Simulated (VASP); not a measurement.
# Ta (Im-3m) in VASP: further runs

Ta is run at these levels: PBEsol; tasks: single point.

All numbers are computed with VASP 6.6.1; they aren't measurements. Logs are shortened: lines on timing, memory, paths and dates and some standing lists are left out, and cuts for length are marked.

**1. The cell of the first run**

It takes space group Im-3m (No. 229, cubic). The conventional cell has a = 3.214 Å, b = 3.214 Å, c = 3.214 Å, α = 90.00°, β = 90.00°, γ = 90.00°. Ta (site symmetry m-3m) has 14 Ta at 2.78 to 3.21 Å within 3.7 Å.

**2. Single point, PBEsol (volume scaled by 0.94)**

Input file INCAR:

```
PREC = Accurate
ENCUT = 520
EDIFF = 1E-6
ISMEAR = -1
SIGMA = 0.05
LREAL = False
LASPH = True
NELM = 80
ALGO = Normal
ISIF = 2
LWAVE = False
LCHARG = False
GGA = PS
NBANDS = 12
```

Input file KPOINTS:

```
Automatic mesh
0
Gamma
  18 18 18
```

Input file POSCAR:

```
Ta
1.0
   -1.6068575586      1.6068575586      1.6068575586
    1.6068575586     -1.6068575586      1.6068575586
    1.6068575586      1.6068575586     -1.6068575586
Ta
1
Direct
    0.0000000000      0.0000000000      0.0000000000
```

Potentials or basis: VASP PAW PBE potentials, release 64 (Ta_pv).

On the command line:

```sh
> cat potpaw_PBE.64/Ta_pv/POTCAR > POTCAR
> mpirun -np 1 vasp_std > vasp.out
```

OUTCAR:

```text
PREC = Accurate
   ENCUT = 520
   EDIFF = 1E-6
   ISMEAR = -1
   LREAL = False
   LASPH = True
   NELM = 80
   ISIF = 2
   GGA = PS

 ion  position               nearest neighbor table
   1  0.000  0.000  0.000-

  LATTYP: Found a body centered cubic cell.
 ALAT       =     3.2137151172

  Lattice vectors:

 A1 = (  -1.6068575586,   1.6068575586,   1.6068575586)
 A2 = (   1.6068575586,  -1.6068575586,   1.6068575586)
 A3 = (   1.6068575586,   1.6068575586,  -1.6068575586)

Analysis of symmetry for initial positions (statically):
=====================================================================
 Subroutine PRICEL returns:
 Original cell was already a primitive cell.

 Routine SETGRP: Setting up the symmetry group for a
 body centered cubic supercell.

 Subroutine GETGRP returns: Found 48 space group operations
 (whereof 48 operations were pure point group operations)
 out of a pool of 48 trial point group operations.

The static configuration has the point symmetry O_h .

Analysis of symmetry for dynamics (positions and initial velocities):
=====================================================================
 Subroutine PRICEL returns:
 Original cell was already a primitive cell.

 Routine SETGRP: Setting up the symmetry group for a
 body centered cubic supercell.

 Subroutine GETGRP returns: Found 48 space group operations
 (whereof 48 operations were pure point group operations)
 out of a pool of 48 trial point group operations.

The dynamic configuration has the point symmetry O_h .

 Subroutine INISYM returns: Found 48 space group operations
 (whereof 48 operations are pure point group operations),
 and found     1 'primitive' translations

----------------------------------------------------------------------------------------

                                     Primitive cell

  volume of cell :      16.5956

  direct lattice vectors                    reciprocal lattice vectors
    -1.606857559  1.606857559  1.606857559     0.000000000  0.311166349  0.311166349
     1.606857559 -1.606857559  1.606857559     0.311166349  0.000000000  0.311166349
     1.606857559  1.606857559 -1.606857559     0.311166349  0.311166349  0.000000000

  length of vectors
     2.783158932  2.783158932  2.783158932     0.440055671  0.440055671  0.440055671
[... 77 lines left out ...]
   ENCUT  =  520.0 eV  38.22 Ry    6.18 a.u.   5.17  5.17  5.17*2*pi/ulx,y,z
   NELM   =     80;   NELMIN=  2; NELMDL= -5     # of ELM steps
   EDIFF  = 0.1E-05   stopping-criterion for ELM
   LREAL  =      F    real-space projection
   EDIFFG = 0.1E-04   stopping-criterion for IOM
   NSW    =      0    number of steps for IOM
   IBRION =     -1    ionic relax: 0-MD 1-quasi-New 2-CG
   NFREE  =      0    steps in history (QN), initial steepest desc. (CG)
   ISIF   =      2    stress and relaxation
   ISYM   =      2    0-nonsym 1-usesym 2-fastsym
   POTIM  = 0.5000    time-step for ionic-motion
   TEBEG  =    0.0;   TEEND  =   0.0 temperature during run
   PSTRESS=    0.0 pullay stress
   NELECT =      11.0000    total number of electrons
   NUPDOWN=      -1.0000    fix difference up-down
   EMIN   =  10.00;   EMAX   =-10.00  energy-range for DOS
   EFERMI =   0.00;   METHOD = LEGACY
   ISMEAR =    -1;   SIGMA  =   0.05  broadening in eV -4-tet -1-fermi 0-gaus
   EFERMI_NEDOS =   21; number of points for ismear=-14 and -15
   IALGO  =     38    algorithm
   IMIX   =      4    mixing-type and parameters
     AMIX     =   0.40;   BMIX     =  1.00
     AMIX_MAG =   1.60;   BMIX_MAG =  1.00
  volume/ion in A,a.u.               =      16.60       111.99
  Fermi-wavevector in a.u.,A,eV,Ry     =   1.427387  2.697370 27.720961  2.037433
  Thomas-Fermi vector in A             =   2.547562
   LORBIT       =      0    0 simple, 1 ext, 2 COOP (PROOUT), +10 PAW based schemes
   GGA     = PS    functional components
   LHFCALC =     F    Hartree Fock is set to
   AEXX    =    0.0000 exact exchange contribution
   IVDW    =     0    specifies the selected vdW correction
   LEPSILON=     F    determine dielectric tensor
   LRPA    =     F    only Hartree local field effects (RPA)
 non-spin polarized calculation
  energy-cutoff  :      520.00
  volume of cell :       16.60
 maximum number of plane-waves:       468
 NGX is ok and might be reduce to    24
   NGX = 11   NGY = 11   NGZ = 11

 number of electron      10.9999999 magnetization

 Free energy of the ion-electron system (eV)
  ---------------------------------------------------
  ext. energy  EPLUGINS =         0.00000000
  ---------------------------------------------------
  free energy    TOTEN  =       -12.50976813 eV

  energy without entropy =      -12.50054219  energy(sigma->0) =      -12.50515516

 E-fermi :   5.9908     XC(G=0): -13.1533

 val. band max:        5.9880185938   @ k =  -0.3333   0.3333   0.1667
 cond. band min:       6.0037426155   @ k =  -0.2222   0.2222   0.1111
 fundamental gap:      0.0157240217
 Fermi energy:         5.9907544612

 k-point     1 :       0.0000    0.0000    0.0000
  band No.  band energies     occupation
      1     -26.6934      2.00000
      2     -26.6934      2.00000
      3     -26.6934      2.00000
      4      -2.2363      2.00000
      5       6.7109      0.00000
      6       6.7109      0.00000
      7       6.7109      0.00000
      8      10.2816      0.00000
      9      10.2816      0.00000
     10      21.4294      0.00000
     11      21.4294      0.00000
     12      21.4294      0.00000
[... 331 lines left out ...]
 k-point    24 :       0.3889    0.1111    0.0000
  band No.  band energies     occupation
      1     -28.1372      2.00000
      2     -27.2276      2.00000
      3     -26.7744      2.00000
      4       1.6824      2.00000
      5       4.3346      2.00000
      6       6.9293      0.00000
      7      10.0626      0.00000
      8      11.5248      0.00000
      9      14.7333      0.00000
     10      18.6844      0.00000
     11      19.6454      0.00000
     12      20.9747      0.00000

 [... further k-points ...]
[... 5 lines left out ...]
  --------------------------------------------------------------------------------------
  -------------------------------------------------------------------------------------
  Total        1.5406593      1.5406593      1.5406593      0.0000000     -0.0000000     -0.0000000
  in kB      148.7390660    148.7390660    148.7390660      0.0000000     -0.0000000     -0.0000000
  external PRESSURE =     148.7390660 kB  Pullay stress =       0.0000000 kB

 VOLUME and BASIS-vectors are now :
 -----------------------------------------------------------------------------
  energy-cutoff  :      520.00
  volume of cell :       16.60
      direct lattice vectors                 reciprocal lattice vectors
    -1.606857559  1.606857559  1.606857559     0.000000000  0.311166349  0.311166349
     1.606857559 -1.606857559  1.606857559     0.311166349  0.000000000  0.311166349
     1.606857559  1.606857559 -1.606857559     0.311166349  0.311166349  0.000000000

 POSITION                                       TOTAL-FORCE (eV/Angst)
 -----------------------------------------------------------------------------------
      0.00000      0.00000      0.00000        -0.000000      0.000000      0.000000
 -----------------------------------------------------------------------------------
    total drift:                               -0.000000      0.000000     -0.000000

  FREE ENERGIE OF THE ION-ELECTRON SYSTEM (eV)
  ---------------------------------------------------
  free  energy   TOTEN  =       -12.5097681281 eV

  energy  without entropy=      -12.5005421919  energy(sigma->0) =      -12.50515516
```

OSZICAR:

```text
N       E                     dE             d eps       ncg     rms          rms(c)
DAV:   1     0.601243334531E+02    0.60124E+02   -0.61532E+03  4704   0.888E+02
DAV:   2    -0.119755419785E+02   -0.72100E+02   -0.70256E+02  5180   0.247E+02
DAV:   3    -0.129564300749E+02   -0.98089E+00   -0.96383E+00  5600   0.271E+01
DAV:   4    -0.129585747279E+02   -0.21447E-02   -0.21445E-02  5096   0.140E+00
DAV:   5    -0.129585801858E+02   -0.54578E-05   -0.54582E-05  5588   0.688E-02    0.160E+01
DAV:   6    -0.126214863430E+02    0.33709E+00   -0.25688E-01  5448   0.539E+00    0.802E+00
DAV:   7    -0.125114285374E+02    0.11006E+00   -0.23089E-01  5476   0.482E+00    0.393E-01
DAV:   8    -0.125097863367E+02    0.16422E-02   -0.53692E-03  4904   0.680E-01    0.731E-02
DAV:   9    -0.125097705732E+02    0.15763E-04   -0.53314E-05  5488   0.824E-02    0.244E-02
DAV:  10    -0.125097683553E+02    0.22179E-05   -0.23713E-06  5000   0.171E-02    0.370E-03
DAV:  11    -0.125097681281E+02    0.22716E-06   -0.49463E-08  2620   0.244E-03
   1 F= -.12509768E+02 E0= -.12505155E+02  d E =-.922594E-02
```

stdout:

```text
POSCAR found type information on POSCAR Ta
 POSCAR found :  1 types and       1 ions
 scaLAPACK will be used
 -----------------------------------------------------------------------------
|                                                                             |
|                                                                             |
|     You enforced a specific xc type in the INCAR file but a different       |
|     I HOPE YOU KNOW WHAT YOU ARE DOING!                                     |
|                                                                             |
 -----------------------------------------------------------------------------

 LDA part: xc-table for (Slater+PW92), standard interpolation
 POSCAR, INCAR and KPOINTS ok, starting setup
 FFT: planning ... GRIDC
 FFT: planning ... GRID_SOFT
 FFT: planning ... GRID
 WAVECAR not read
 entering main loop
```

It took 12 s on 1 thread of Intel Xeon 6975P-C (Granite Rapids), shared host; peak memory 0.16 GiB.

Results:

```
Free energy : -12.5098 eV
Pressure    : 14.9 GPa
```

Caveat: the cell differs from its parent crystal (volume scaled by 0.94); the PAW data sets were made with another functional, which shifts forces and pressure a little; spin-orbit coupling is left out, which moves the levels of the heavy elements.

**3. Single point, PBEsol**

This run uses another cell than the first one, of 17.65 Å³/atom, 1.064 times its volume.

Edit INCAR of step 2 so:

```diff
@@ -2,3 +2,3 @@
 ENCUT = 520
-EDIFF = 1E-6
+EDIFF = 1E-7
 ISMEAR = -1
@@ -7,3 +7,3 @@
 LASPH = True
-NELM = 80
+NELM = 100
 ALGO = Normal
```

Input file KPOINTS:

```
regular mesh
0
Gamma
  18 18 18
```

Input file POSCAR:

```
Ta
1.0
   -1.6403433495      1.6403433495      1.6403433495
    1.6403433495     -1.6403433495      1.6403433495
    1.6403433495      1.6403433495     -1.6403433495
Ta
1
Direct
    0.0000000000      0.0000000000      0.0000000000
```

Potentials or basis: VASP PAW PBE potentials, release 64 (Ta_pv).

On the command line:

```sh
> cat potpaw_PBE.64/Ta_pv/POTCAR > POTCAR
> mpirun -np 1 vasp_std > vasp.out
```

Run time: 13 s. Hardware: 1 thread of Intel Xeon 6975P-C (Granite Rapids), shared host; peak memory 0.17 GiB.

It converged, with:

```
Free energy : -12.5573 eV
Pressure    : 0.2 GPa
```

Levels at points of the mesh, in eV from the Fermi level:
```csv
k point,band 1,band 2,band 3,band 4,band 5,band 6,band 7,band 8,band 9,band 10
"(0.00, 0.00, 0.00)",-32.95,-32.95,-32.95,-8.01,0.71,0.71,0.71,4.06,4.06,14.73
"(0.50, 0.00, 0.00)",-34.21,-33.36,-32.96,-4.49,-1.62,1.70,3.95,5.00,8.00,12.03
"(0.50, 0.50, 0.50)",-33.83,-33.83,-33.83,-3.94,-3.94,7.00,7.00,7.00,8.84,8.84
```

Caveat: the PAW data sets were made with another functional, which shifts forces and pressure a little; spin-orbit coupling is left out, which moves the levels of the heavy elements.
